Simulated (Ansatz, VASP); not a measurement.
**One calculation of AlRu, two programs**

The input INCAR:

```
SYSTEM = AlRu
  PREC = Accurate
  ENCUT = 520
  EDIFF = 1E-7
  ISMEAR = 0
  SIGMA = 0.15
  LREAL = .FALSE.
  LASPH = .TRUE.
  NELM = 60
  ALGO = Fast
  ISIF = 2
  LWAVE = .FALSE.
  LCHARG = .FALSE.
  GGA = PS
  NBANDS = 16
```

KPOINTS

```
regular mesh
0
G
  16 16 16
  0 0 0
```

File POSCAR:

```
AlRu
1.0
    2.8719360000      0.0000000000      0.0000000000
    0.0000000000      2.9916000000      0.0000000000
    0.0000000000      0.0000000000      2.9916000000
Al Ru
1 1
Direct
    0.0000000000      0.0000000000      0.0000000000
    0.5000000000      0.5000000000      0.5000000000
```

Input for Ansatz:

```yaml
crystal:
  lattice:
    - [2.871936, 0.0, 0.0]
    - [0.0, 2.9916, 0.0]
    - [0.0, 0.0, 2.9916]
  atoms:
    - { symbol: Al, position: [0.0, 0.0, 0.0] }
    - { symbol: Ru, position: [0.5, 0.5, 0.5] }
basis:
  ecutwfc: 420
kpoints:
  mp_grid: { grid: [16, 16, 16] }
hamiltonian:
  xc: pbesol
scf:
  occupations: { method: gaussian, width: 0.15 }
output:
  forces: true
  stress: true
  eigenvalues: true
```

Change from the starting cell: strain -0.0400 x Voigt [1, 0, 0, 0, 0, 0], atoms carried along.

Alike in both runs: task single point; functional PBEsol; k mesh 16 × 16 × 16; occupations gaussian, width 0.15 eV; no spin polarisation.

```csv
,VASP,Ansatz
version,VASP 6.6.1,Ansatz 0.2.0
potentials or method,"VASP PAW PBE potentials, release 64 (Al, Ru_pv), cutoff 520 eV","scalar-relativistic, plane waves, PAW"
valence electrons in the cell,17,19
```

|  | VASP | Ansatz | Ansatz less VASP |
| --- | --- | --- | --- |
| gap on the k mesh at the Fermi level (eV) | none | none | - |
| pressure (GPa) | 6.2 | 6.1 | -0.10 |
| traceless stress, the component that is largest in VASP (GPa) | 5.42 | 5.41 | -0.015 |

VASP's potentials were made for PBE, not for PBEsol. A gap of «none» marks a metal or a gap that the smearing closes. VASP's potentials hold 17 valence electrons a cell and Ansatz's 19, so a difference there can come from the potentials and not from the codes.
